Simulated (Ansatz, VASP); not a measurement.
**Two plane-wave programs on Ru**

```
Ru
1.0
     2.69462    0.00000    0.00000
    -1.34731    2.33361    0.00000
     0.00000    0.00000    4.23926
Ru
2
Direct
  0.33333 0.66667 0.25000
  0.66667 0.33333 0.75000
```

Alike in both runs: functional PBEsol; k mesh 9 × 9 × 4; occupations gaussian, width 0.1 eV; no spin polarisation.

Ansatz relaxed the structure, and its values are those at the end. VASP's run is a single point on that final structure, the one shown.

|  | VASP | Ansatz |
| --- | --- | --- |
| version | VASP 6.6.1 | Ansatz 0.2.0 |
| potentials or method | VASP PAW PBE potentials, release 64 (Ru_pv), cutoff 520 eV | scalar-relativistic, plane waves, PAW |
| valence electrons in the cell | 28 | 32 |

```csv
,VASP,Ansatz,Ansatz less VASP
gap on the k mesh at the Fermi level (eV),none,none,-
pressure (GPa),-0.1,0.0,+0.08
```

VASP's potentials were made for PBE, not for PBEsol. A gap of «none» marks a metal or a gap that the smearing closes. VASP's potentials hold 28 valence electrons a cell and Ansatz's 32, so a difference there can come from the potentials and not from the codes.

The k mesh is coarse, so the values compare programs but aren't converged.
